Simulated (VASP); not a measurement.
GaAs: G0W0 quasiparticle levels with PBE

The system is GaAs.

```
Ga As
1.0
     0.00000    2.83308    2.83308
     2.83308    0.00000    2.83308
     2.83308    2.83308    0.00000
Ga As
1 1
Direct
  0.00000 0.00000 0.00000
  0.25000 0.25000 0.25000
```

| Quantity | Value |
| --- | --- |
| Program | VASP 6.6.1 |
| Task | G0W0 quasiparticle levels |
| Functional | PBE |
| Potentials or basis | VASP PAW PBE potentials, release 64 (Ga_d_GW, As_GW) |
| Cutoff | 500 eV |
| k mesh | 6 × 6 × 6 |
| Occupations | gaussian, width 0.01 eV |
| Spin | no spin polarisation |
| Dipole correction | no |
| GW scheme | G0W0 |
| GW iterations | 1 |
| Cutoff of the response function | 80 |
| Frequency points | 96 |
| Empty bands | 73 |
| Further INCAR settings | ALGO = EVGW0; EDIFF = 1e-08; NBANDS = 82 |

* Quasiparticle gap: 1.34 eV
* Least direct quasiparticle gap: 1.34 eV
* Band gap of the starting levels on the mesh: 0.46 eV
* Least direct gap of the starting levels on the mesh: 0.46 eV

It took 10 min on 1 thread of Intel(R) Xeon(R) Platinum 8559C (Emerald Rapids) (shared host), peak memory 0.61 GiB.

Caveat: bands, screening cutoff and mesh are small and nothing is extrapolated, so the quasiparticle values aren't converged.
